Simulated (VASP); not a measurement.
A run of VASP 6.6.1 is set up as follows.

The input POSCAR:

```
Lu
1.0
    0.0000000000      2.4440290692      2.4440290692
    2.4440290692      0.0000000000      2.4440290692
    2.4440290692      2.4440290692      0.0000000000
Lu
1
Direct
    0.0000000000      0.0000000000      0.0000000000
```

INCAR.step1

```
SYSTEM = Lu
PREC = Accurate ; ENCUT = 660
ISMEAR = -1 ; SIGMA = 0.1
LREAL = .False. ; LASPH = .True.
NELM = 120 ; NBANDS = 18
GGA = PE ; ALGO = Normal
EDIFF = 1E-5 ; LWAVE = .True.
LCHARG = .False. ; GGA_COMPAT = .False.
```

INCAR.step2

```
SYSTEM = Lu
PREC = Accurate ; ENCUT = 660
EDIFF = 1E-6 ; ISMEAR = -1
SIGMA = 0.1 ; LREAL = .False.
LASPH = .True. ; NELM = 120
ALGO = Normal ; ISIF = 2
LWAVE = .False. ; LCHARG = .True.
METAGGA = R2SCAN ; LMIXTAU = .True.
LELF = .True. ; LVHAR = .True.
NBANDS = 18 ; ISTART = 1
GGA_COMPAT = .False.
```

KPOINTS

```
regular mesh
0
Gamma
  13 13 13
  0 0 0
```

Potentials or basis: VASP PAW PBE potentials, release 64 (Lu).

Run with:

```bash
$ cat potpaw_PBE.64/Lu/POTCAR > POTCAR
$ cp INCAR.step1 INCAR
$ mpirun -np 1 vasp_std > vasp.out
$ cp INCAR.step2 INCAR
$ mpirun -np 1 vasp_std > vasp.out
```

Q: Estimate the band gap on the k mesh.

A: Zero (an odd number of electrons rules out a gap without spin polarisation).

Q: Predict the pressure.

A: 0.3 GPa.

Caveat: the PAW data sets were made with another functional, which shifts forces and pressure a little; spin-orbit coupling is left out, which moves the levels of the heavy elements.
